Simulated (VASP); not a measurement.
# Ba2Tl5V3O12 (P1) in VASP: reference runs

How does Ba2Tl5V3O12 come out in PBE? The cell is run as given and disturbed.

All numbers are computed with VASP 6.6.1; they aren't measurements. Logs are shortened: lines on timing, memory, paths and dates and some standing lists are left out, and cuts for length are marked.

## Step 1: The cell of the first run

The typed cell holds 22 atoms: a = 6.653 Å, b = 8.840 Å, c = 9.892 Å, α = 71.07°, β = 73.99°, γ = 70.69°.

## Step 2: Single point, PBE, collinear spin, ferromagnetic start

File INCAR:

```
SYSTEM = Ba2Tl5V3O12
PREC = Accurate
ENCUT = 520
EDIFF = 1E-7
ISMEAR = -1
SIGMA = 0.05
LREAL = .False.
LASPH = .True.
NELM = 100
ALGO = Normal
ISIF = 2
LWAVE = .False.
LCHARG = .False.
ISPIN = 2
MAGMOM = 0 0 2 2 2 0 0 0 0 0 0 0 0 0 0 0 0 0 0 0 0 0
LORBIT = 11
LMAXMIX = 4
GGA = PE
NBANDS = 119
KPAR = 4
```

File KPOINTS:

```
Automatic mesh
0
Gamma
  5 4 3
  0 0 0
```

File POSCAR:

```
Ba2Tl5V3O12
1.0
    6.6527200000      0.0494600000      0.0201700000
    2.8607000000      8.3646400000      0.0038400000
    2.6827900000      2.4693600000      9.1956900000
Ba V Tl O
2 3 5 12
Direct
    0.8041900000      0.0466500000      0.0226400000
    0.2120500000      0.9515700000      0.3401200000
    0.7454000000      0.7079600000      0.3358200000
    0.2596300000      0.2659900000      0.0322500000
    0.0407400000      0.0769500000      0.6610600000
    0.2563600000      0.3984700000      0.3500300000
    0.5896600000      0.3486600000      0.6055300000
    0.5732700000      0.8806900000      0.6684200000
    0.7455200000      0.4966400000      0.1164800000
    0.1189100000      0.6420600000      0.7430300000
    0.2843300000      0.0971700000      0.5417500000
    0.8535000000      0.4957500000      0.3438600000
    0.4025500000      0.2044800000      0.1728200000
    0.8841400000      0.0537700000      0.5596700000
    0.1401700000      0.4795600000      0.9889900000
    0.5462700000      0.7363100000      0.4871200000
    0.9059400000      0.2427900000      0.7326200000
    0.6154300000      0.8005800000      0.1885700000
    0.0553800000      0.1645100000      0.1016400000
    0.0820900000      0.9040400000      0.8070800000
    0.4417800000      0.2012300000      0.8918700000
    0.9426900000      0.8041700000      0.3086200000
```

Potentials or basis: VASP PAW PBE potentials, release 64 (Ba_sv, V_sv, Tl_d, O).

Command:

```
$ cat potpaw_PBE.64/Ba_sv/POTCAR potpaw_PBE.64/V_sv/POTCAR potpaw_PBE.64/Tl_d/POTCAR potpaw_PBE.64/O/POTCAR > POTCAR
$ mpirun -np 4 vasp_std > vasp.out
```

OUTCAR:

```text
SYSTEM = Ba2Tl5V3O12
   PREC = Accurate
   ENCUT = 520
   EDIFF = 1E-7
   ISMEAR = -1
   LREAL = .False.
   LASPH = .True.
   NELM = 100
   ISIF = 2
   ISPIN = 2
   LORBIT = 11
   GGA = PE

 ion  position               nearest neighbor table
   1  0.804  0.047  0.023-  19 2.62  18 2.71  20 2.75  21 2.78  13 2.83  17 2.86  22 3.11   5 3.45
                             4 3.49   3 3.58   9 4.24   2 4.41   2 4.44
   2  0.212  0.952  0.340-  22 2.67  19 2.72  14 2.77  13 2.77  16 2.81  18 2.82  11 2.91   4 3.41
                             5 3.47   3 3.49  10 4.05   6 4.09   8 4.32   1 4.41   1 4.44
   3  0.745  0.708  0.336-  22 1.71  16 1.73  18 1.73  12 1.76   9 3.29   2 3.49   1 3.58
   4  0.260  0.266  0.032-  21 1.69  19 1.74  13 1.74  15 1.75   9 3.39   2 3.41   1 3.49
   5  0.041  0.077  0.661-  17 1.71  14 1.73  20 1.73  11 1.75   7 3.22   8 3.40   1 3.45   2 3.47

   6  0.256  0.398  0.350-  12 2.54  13 2.62  11 2.70   9 3.62   7 3.64   2 4.09
   7  0.590  0.349  0.606-  17 2.51  21 2.76  14 2.78  12 2.88   5 3.22  10 3.60   6 3.64   8 4.01

   8  0.573  0.881  0.668-  11 2.50  16 2.59  14 2.75   5 3.40  10 3.68   7 4.01  10 4.01   2 4.32

   9  0.746  0.497  0.116-  12 2.54  15 2.56  18 2.80  19 3.00   3 3.29   4 3.39   6 3.62  10 3.93
                             1 4.24
  10  0.119  0.642  0.743-  15 2.41  20 2.51   7 3.60   8 3.68   9 3.93   8 4.01   2 4.05
  11  0.284  0.097  0.542-   5 1.75   8 2.50   6 2.70   2 2.91
  12  0.853  0.496  0.344-   3 1.76   9 2.54   6 2.54   7 2.88
  13  0.403  0.204  0.173-   4 1.74   6 2.62   2 2.77   1 2.83
  14  0.884  0.054  0.560-   5 1.73   8 2.75   2 2.77   7 2.78
  15  0.140  0.480  0.989-   4 1.75  10 2.41   9 2.56
  16  0.546  0.736  0.487-   3 1.73   8 2.59   2 2.81
  17  0.906  0.243  0.733-   5 1.71   7 2.51   1 2.86
  18  0.615  0.801  0.189-   3 1.73   1 2.71   9 2.80   2 2.82
  19  0.055  0.165  0.102-   4 1.74   1 2.62   2 2.72   9 3.00
  20  0.082  0.904  0.807-   5 1.73  10 2.51   1 2.75
  21  0.442  0.201  0.892-   4 1.69   7 2.76   1 2.78
  22  0.943  0.804  0.309-   3 1.71   2 2.67   1 3.11

  LATTYP: Found a triclinic cell.
 ALAT       =    12.7005045328
 B/A-ratio  =     1.4776574529
 C/A-ratio  =     1.6991449892
 COS(alpha) =     0.0023029438
 COS(beta)  =     0.4815003296
 COS(gamma) =     0.8719248414

  Lattice vectors:

 A1 = (   9.5134200000,   8.4141000000,   0.0240100000)
 A2 = (  12.1962100000,  10.8834600000,   9.2197000000)
 A3 = (  10.8005600000,   3.5248400000, -18.3472000000)

Analysis of symmetry for initial positions (statically):
=====================================================================
 Subroutine PRICEL returns:
 Original cell was already a primitive cell.

 Routine SETGRP: Setting up the symmetry group for a
 triclinic supercell.

 Subroutine GETGRP returns: Found  1 space group operations
 (whereof  1 operations were pure point group operations)
 out of a pool of  2 trial point group operations.

The static configuration has the point symmetry C_1 .

Analysis of symmetry for dynamics (positions and initial velocities):
=====================================================================
 Subroutine PRICEL returns:
 Original cell was already a primitive cell.

 Routine SETGRP: Setting up the symmetry group for a
 triclinic supercell.

 Subroutine GETGRP returns: Found  1 space group operations
 (whereof  1 operations were pure point group operations)
 out of a pool of  2 trial point group operations.

The dynamic configuration has the point symmetry C_1 .

Analysis of structural, dynamic, and magnetic symmetry:
=====================================================================
 Subroutine PRICEL returns:
 Original cell was already a primitive cell.

 Routine SETGRP: Setting up the symmetry group for a
 triclinic supercell.

 Subroutine GETGRP returns: Found  1 space group operations
 (whereof  1 operations were pure point group operations)
 out of a pool of  2 trial point group operations.

The overall configuration has the point symmetry C_1 .

 Subroutine INISYM returns: Found  1 space group operations
 (whereof  1 operations are pure point group operations),
 and found     1 'primitive' translations
[... 75 lines left out ...]
     0.030157831 -0.010311185 -0.006029466     0.200000000 -0.000000000 -0.000000000
    -0.000198518  0.029959278 -0.007987183    -0.000000000  0.250000000  0.000000000
    -0.000110137  0.000021014  0.036275355     0.000000000  0.000000000  0.333333333

  Length of vectors
     0.032437167  0.031006335  0.036275528

  Shift w.r.t. Gamma in fractional coordinates (k-lattice)
     0.000000000  0.000000000  0.000000000

 Subroutine IBZKPT returns following result:
 ===========================================

 Found     31 irreducible k-points:

 Following reciprocal coordinates:
            Coordinates               Weight
  0.000000  0.000000  0.000000      1.000000
  0.200000 -0.000000  0.000000      2.000000
  0.400000 -0.000000  0.000000      2.000000
  0.000000  0.250000  0.000000      2.000000
  0.200000  0.250000  0.000000      2.000000
  0.400000  0.250000  0.000000      2.000000
[... 16 lines left out ...]
  0.200000  0.500000  0.333333      2.000000
  0.400000  0.500000  0.333333      2.000000
 [... further k-points ...]
   k-points           NKPTS =     31   k-points in BZ     NKDIM =     31   number of bands    NBANDS=    119
   number of dos      NEDOS =    301   number of ions     NIONS =     22
   total plane-waves  NPLWV = 280000
   dimension x,y,z NGX =    50 NGY =   70 NGZ =   80
   dimension x,y,z NGXF=   100 NGYF=  140 NGZF=  160
   ions per type =               2   3   5  12
   NGX,Y,Z   is equivalent  to a cutoff of  12.49, 13.16, 13.44 a.u.
   NGXF,Y,Z  is equivalent  to a cutoff of  24.99, 26.33, 26.89 a.u.
 SYSTEM =  Ba2Tl5V3O12
   PREC   = accura    normal or accurate (medium, high low for compatibility)
   ISTART =      0    job   : 0-new  1-cont  2-samecut
   ICHARG =      2    charge: 1-file 2-atom 10-const
   ISPIN  =      2    spin polarized calculation?
   LNONCOLLINEAR =      F non collinear calculations
   LSORBIT =      F    spin-orbit coupling
   LASPH  =      T    aspherical Exc in radial PAW
   ENCUT  =  520.0 eV  38.22 Ry    6.18 a.u.  12.37 16.44 18.39*2*pi/ulx,y,z
   NELM   =    100;   NELMIN=  2; NELMDL= -5     # of ELM steps
   EDIFF  = 0.1E-06   stopping-criterion for ELM
   LREAL  =      F    real-space projection
   EDIFFG = 0.1E-05   stopping-criterion for IOM
   NSW    =      0    number of steps for IOM
   IBRION =     -1    ionic relax: 0-MD 1-quasi-New 2-CG
   NFREE  =      0    steps in history (QN), initial steepest desc. (CG)
   ISIF   =      2    stress and relaxation
   ISYM   =      2    0-nonsym 1-usesym 2-fastsym
   POTIM  = 0.5000    time-step for ionic-motion
   TEBEG  =    0.0;   TEEND  =   0.0 temperature during run
   PSTRESS=    0.0 pullay stress
   NELECT =     196.0000    total number of electrons
   NUPDOWN=      -1.0000    fix difference up-down
   EMIN   =  10.00;   EMAX   =-10.00  energy-range for DOS
   EFERMI =   0.00;   METHOD = LEGACY
   ISMEAR =    -1;   SIGMA  =   0.05  broadening in eV -4-tet -1-fermi 0-gaus
   EFERMI_NEDOS =   21; number of points for ismear=-14 and -15
   IALGO  =     38    algorithm
   IMIX   =      4    mixing-type and parameters
     AMIX     =   0.40;   BMIX     =  1.00
     AMIX_MAG =   1.60;   BMIX_MAG =  1.00
  volume/ion in A,a.u.               =      23.18       156.45
  Fermi-wavevector in a.u.,A,eV,Ry     =   1.190212  2.249174 19.274066  1.416604
  Thomas-Fermi vector in A             =   2.326302
   LORBIT       =     11    0 simple, 1 ext, 2 COOP (PROOUT), +10 PAW based schemes
   GGA     = PE    functional components
   LHFCALC =     F    Hartree Fock is set to
   AEXX    =    0.0000 exact exchange contribution
   IVDW    =     0    specifies the selected vdW correction
   LEPSILON=     F    determine dielectric tensor
   LRPA    =     F    only Hartree local field effects (RPA)
 spin polarized calculation
  energy-cutoff  :      520.00
  volume of cell :      510.04
 maximum number of plane-waves:     13769
 NGX is ok and might be reduce to    50
   NGX = 25   NGY = 33   NGZ = 37

 number of electron     196.0000017 magnetization      -0.0011173

 number of electron     196.0000017 magnetization       0.0001147

 Free energy of the ion-electron system (eV)
  ---------------------------------------------------
  ext. energy  EPLUGINS =         0.00000000
  ---------------------------------------------------
  free energy    TOTEN  =      -146.55209640 eV

  energy without entropy =     -146.55209640  energy(sigma->0) =     -146.55209640

 E-fermi :   1.8937     XC(G=0):  -8.2191

 val. band max:        0.6481121840   @ k =   0.0000   0.0000   0.0000
 cond. band min:       3.5434981499   @ k =  -0.2000  -0.0000   0.3333
 fundamental gap:      2.8953859660
 Fermi energy:         1.8937493427

 spin component 1

 k-point     1 :       0.0000    0.0000    0.0000
  band No.  band energies     occupation
      1     -62.9717      1.00000
      2     -62.9704      1.00000
      3     -62.9538      1.00000
      4     -36.9698      1.00000
      5     -36.9509      1.00000
      6     -36.9481      1.00000
[... 2701 lines left out ...]
    109       5.0790      0.00000
    110       5.1859      0.00000

 [... further k-points ...]

 spin component 2

 k-point     1 :       0.0000    0.0000    0.0000
  band No.  band energies     occupation
      1     -62.9717      1.00000
      2     -62.9704      1.00000
      3     -62.9538      1.00000
      4     -36.9698      1.00000
      5     -36.9509      1.00000
      6     -36.9481      1.00000
[... 2701 lines left out ...]
    109       5.0790      0.00000
    110       5.1859      0.00000

 [... further k-points ...]

 [bands above 110 left out]

------------------------ aborting loop because EDIFF is reached ----------------------------------------

  FORCE on cell =-STRESS in cart. coord.  units (eV):
  Direction    XX          YY          ZZ          XY          YZ          ZX
  --------------------------------------------------------------------------------------
  -------------------------------------------------------------------------------------
  Total        1.7074117      1.4514633      1.6648213     -0.0204072      0.0127710     -0.0381160
  in kB        5.3634091      4.5594107      5.2296216     -0.0641041      0.0401169     -0.1197319
  external PRESSURE =       5.0508138 kB  Pullay stress =       0.0000000 kB

 VOLUME and BASIS-vectors are now :
 -----------------------------------------------------------------------------
  energy-cutoff  :      520.00
  volume of cell :      510.04
      direct lattice vectors                 reciprocal lattice vectors
     6.652720000  0.049460000  0.020170000     0.150789155 -0.051555927 -0.030147329
     2.860700000  8.364640000  0.003840000    -0.000794072  0.119837110 -0.031948732
     2.682790000  2.469360000  9.195690000    -0.000330412  0.000063041  0.108826065

 POSITION                                       TOTAL-FORCE (eV/Angst)
 -----------------------------------------------------------------------------------
      5.54424      0.48589      0.22459         0.010542     -0.016841      0.012613
      5.04534      8.80991      3.13557        -0.000967     -0.024910      0.038616
      7.88513      6.78796      3.10585         0.011787     -0.039996      0.016529
      2.57468      2.31739      0.30282        -0.048969      0.051185      0.027728
      2.26465      2.27807      6.08002         0.029803     -0.012770     -0.019860
      3.78445      4.21009      3.22547         0.007431      0.003553     -0.000407
      6.54476      4.44085      5.58150        -0.008870      0.004221     -0.005814
      8.12643      9.04558      6.16153         0.003520     -0.002979     -0.000193
      6.69297      4.47872      1.08806        -0.007860      0.002830      0.000354
      4.62121      7.21129      6.83754        -0.001818     -0.004582     -0.005190
      3.62294      2.16463      4.98787         0.112582      0.012261     -0.060768
      8.01879      5.03810      3.18115         0.010156     -0.131667      0.009774
      3.72665      2.15707      1.59810         0.099483      0.051126      0.089599
      7.53723      1.87552      5.16459        -0.144636     -0.009136     -0.031985
      4.95764      6.46045      9.09911        -0
```

It took 43 min on 4 MPI ranks of Intel Xeon Platinum 8375C at 2.90GHz (Ice Lake), shared host; peak memory 2.6 GiB.

Results:

```yaml
Free_energy: -146.5521 eV
Pressure: 0.5 GPa
Largest_force: 0.192 eV/Å
Band_gap_on_the_k_mesh: 2.90 eV (least direct gap 3.01 eV)
Net_moment: 0.00 μB per cell
Valence_electrons_inside_the_program's_atomic_spheres: Ba 7.88, 7.89; V 12.13, 12.14, 12.16; Tl 11.11, 11.12, 11.13 (each value once); O 4.98, 4.97, 4.99, 5.00 (each value once)
```

Forces in eV/Å, atoms in the order of the input:
```
Ba   0.011 -0.017  0.013
Ba  -0.001 -0.025  0.039
V    0.012 -0.040  0.017
V   -0.049  0.051  0.028
V    0.030 -0.013 -0.020
Tl   0.007  0.004  0.000
Tl  -0.009  0.004 -0.006
Tl   0.004 -0.003  0.000
Tl  -0.008  0.003  0.000
Tl  -0.002 -0.005 -0.005
O    0.113  0.012 -0.061
O    0.010 -0.132  0.010
O    0.099  0.051  0.090
O   -0.145 -0.009 -0.032
O   -0.017  0.120 -0.029
O   -0.032  0.025  0.147
O   -0.014  0.167  0.029
O   -0.094 -0.039 -0.105
O   -0.056  0.027  0.006
O    0.033 -0.127  0.070
O    0.030 -0.081 -0.172
O    0.079  0.025 -0.018
```

Caveat: spin-orbit coupling is left out, which moves the levels of the heavy elements; an odd mesh through Γ misses points on the zone boundary, where band edges can lie.

## Step 3: Single point, PBE, collinear spin, ferromagnetic start (atoms moved at random)

INCAR is that of step 2.

KPOINTS is that of step 2.

File POSCAR:

```
Ba2Tl5V3O12
1.0
    6.6527200000      0.0494600000      0.0201700000
    2.8607000000      8.3646400000      0.0038400000
    2.6827900000      2.4693600000      9.1956900000
Ba V Tl O
2 3 5 12
Direct
    0.8056440000      0.0506110000      0.0245250000
    0.2180910000      0.9502280000      0.3398450000
    0.7395750000      0.7034450000      0.3337940000
    0.2495610000      0.2693480000      0.0373950000
    0.0377340000      0.0787010000      0.6643890000
    0.2563750000      0.3937110000      0.3545760000
    0.5891320000      0.3566930000      0.6039030000
    0.5806950000      0.8807250000      0.6692910000
    0.7511260000      0.4994110000      0.1174130000
    0.1216270000      0.6431200000      0.7408130000
    0.2790130000      0.0959000000      0.5403140000
    0.8524630000      0.5005770000      0.3464070000
    0.3923370000      0.2005380000      0.1744260000
    0.8816780000      0.0498590000      0.5651400000
    0.1410620000      0.4751910000      0.9941960000
    0.5523830000      0.7368620000      0.4879320000
    0.8988080000      0.2381230000      0.7358570000
    0.6129190000      0.7998670000      0.1900830000
    0.0498920000      0.1702870000      0.1032540000
    0.0799470000      0.9056820000      0.8077610000
    0.4385600000      0.2008060000      0.8916640000
    0.9389640000      0.8023020000      0.3128200000
```

Potentials or basis: VASP PAW PBE potentials, release 64 (Ba_sv, V_sv, Tl_d, O).

Command:

```
$ cat potpaw_PBE.64/Ba_sv/POTCAR potpaw_PBE.64/V_sv/POTCAR potpaw_PBE.64/Tl_d/POTCAR potpaw_PBE.64/O/POTCAR > POTCAR
$ mpirun -np 4 vasp_std > vasp.out
```

It took 48 min on 4 MPI ranks of Intel Xeon Platinum 8375C at 2.90GHz (Ice Lake), shared host; peak memory 2.6 GiB.

The run converged. Its results:

| Item | Value |
| --- | --- |
| Free energy | -146.0290 eV |
| Pressure | 2.0 GPa |
| Largest force | 4.028 eV/Å |
| Band gap on the k mesh | 2.82 eV (least direct gap 2.92 eV) |
| Net moment | 0.00 μB per cell |
| Valence electrons inside the program's atomic spheres | Ba 7.87, 7.89; V 12.26, 12.23 (each value once); Tl 11.11, 11.12, 11.10, 11.14 (each value once); O 4.98, 5.01, 4.97, 5.03, 4.99, 4.95 (each value once) |

Forces in eV/Å, atoms in the order of the input:
```
Ba  -0.361 -0.123  0.025
Ba  -0.353 -0.021  0.234
V    2.484  2.977  1.092
V    1.409 -2.590 -2.222
V   -0.227 -1.648 -0.995
Tl   0.099 -0.012 -0.003
Tl  -0.122 -0.142  0.232
Tl  -0.094  0.072 -0.084
Tl  -0.332 -0.071 -0.120
Tl   0.055  0.075  0.099
O    0.407  0.196 -0.051
O    0.008 -2.555  0.030
O    1.043  0.205  1.047
O   -0.132  0.085 -0.107
O   -0.289  2.218 -0.494
O   -0.635 -0.086  0.373
O    0.028  1.680  0.531
O   -0.920  0.096 -1.204
O   -1.164 -0.335  0.500
O    0.142 -0.390  0.492
O   -0.451  0.752  0.844
O   -0.593 -0.385 -0.219
```

Stress tensor (GPa, compression positive):
```
 1.44 -0.28  0.44
-0.28  3.22 -0.57
 0.44 -0.57  1.29
```

Levels at points of the mesh, in eV from the valence-band top:
Spin up:
```csv
k point,band 94,band 95,band 96,band 97,band 98,band 99,band 100,band 101,band 102,band 103
"(0.00, 0.00, 0.00)",-0.65,-0.55,-0.37,-0.22,0.00,3.07,3.42,3.52,3.71,3.76
"(0.00, 0.50, 0.00)",-0.62,-0.51,-0.41,-0.23,-0.02,2.93,3.34,3.51,3.62,3.68
```
Spin down:
```csv
k point,band 94,band 95,band 96,band 97,band 98,band 99,band 100,band 101,band 102,band 103
"(0.00, 0.00, 0.00)",-0.65,-0.55,-0.37,-0.22,0.00,3.07,3.42,3.52,3.71,3.76
"(0.00, 0.50, 0.00)",-0.62,-0.51,-0.41,-0.23,-0.02,2.93,3.34,3.51,3.62,3.68
```

Caveat: the cell differs from its parent crystal (atoms moved at random); spin-orbit coupling is left out, which moves the levels of the heavy elements; an odd mesh through Γ misses points on the zone boundary, where band edges can lie.
